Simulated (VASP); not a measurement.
Wanted: the native input for a VASP 6.6.1 run.

- Task: single point
- Functional: PBE
- Potentials or basis: VASP PAW PBE potentials, release 64 (Te, Pb_d)
- Cutoff: 520 eV
- k mesh: 4 × 4 × 4
- Occupations: gaussian, width 0.1 eV
- Spin: no spin polarisation
- Dipole correction: no
- Further INCAR settings: ALGO = Fast; EDIFF = 1e-06; NBANDS = 24

The structure of TePb2 lies in POSCAR:

```
TePb2
1.0
    0.0000000000      3.5908039401      3.5908039401
    3.5908039401      0.0000000000      3.5908039401
    3.5908039401      3.5908039401      0.0000000000
Te Pb
1 2
Direct
    0.0000000000      0.0000000000      0.0000000000
    0.2500000000      0.2500000000      0.2500000000
    0.7500000000      0.7500000000      0.7500000000
```

These files were run (other wordings do the same):

INCAR

```
ALGO = Fast
EDIFF = 1E-6
ENCUT = 520
GGA = PE
ISIF = 2
ISMEAR = 0
LASPH = True
LCHARG = True
LELF = True
LREAL = False
LVHAR = True
LWAVE = False
NBANDS = 24
NELM = 100
PREC = Accurate
SIGMA = 0.1
```

KPOINTS

```
k-points
0
Gamma
  4 4 4
```

Potentials or basis: VASP PAW PBE potentials, release 64 (Te, Pb_d).

Command:

```bash
$ cat potpaw_PBE.64/Te/POTCAR potpaw_PBE.64/Pb_d/POTCAR > POTCAR
$ mpirun -np 1 vasp_std > vasp.out
```

It gave:

```yaml
Pressure: 10.5 GPa
Band_gap_on_the_k_mesh: zero (band 17 reaches 7.69 eV, above the bottom of band 18 at 5.97 eV)
```

Caveat: the k points lie up to 0.38 Å⁻¹ apart; spin-orbit coupling is left out, which moves the levels of the heavy elements.

Run time: 20 s on 1 thread of Intel(R) Xeon(R) Platinum 8488C (Sapphire Rapids), on a shared host, peak memory 0.23 GiB.
